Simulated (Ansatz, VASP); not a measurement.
**One calculation of Cu, two programs**

```xyz
1
Lattice="-1.4428 1.4428 1.3761 1.4428 -1.4428 1.3761 1.4428 1.4428 -1.3761" Properties=species:S:1:pos:R:3 pbc="T T T"
Cu    0.0000    0.0000    0.0000
```

Alike in both runs: task single point; functional PBEsol; k mesh 20 × 20 × 20; occupations tetrahedron; no spin polarisation.

|  | VASP | Ansatz |
| --- | --- | --- |
| version | VASP 6.6.1 | Ansatz 0.2.0 |
| potentials or method | VASP PAW PBE potentials, release 64 (Cu), cutoff 520 eV | scalar-relativistic, plane waves, PAW |
| valence electrons in the cell | 11 | 19 |

VASP gave:

```
gap on the k mesh at the Fermi level (eV)                     : none
pressure (GPa)                                                : -0.7
traceless stress, the component that is largest in VASP (GPa) : -0.09
```

**Question.** What did Ansatz give for the same quantities?

**Answer.** gap on the k mesh at the Fermi level (eV): none; pressure (GPa): -1.4; traceless stress, the component that is largest in VASP (GPa): -0.10.

VASP's potentials were made for PBE, not for PBEsol. A gap of «none» marks a metal or a gap that the smearing closes. VASP's potentials hold 11 valence electrons a cell and Ansatz's 19, so a difference there can come from the potentials and not from the codes. Ansatz's warnings: band table not solved further, tetrahedron derivatives may miss energy slope.
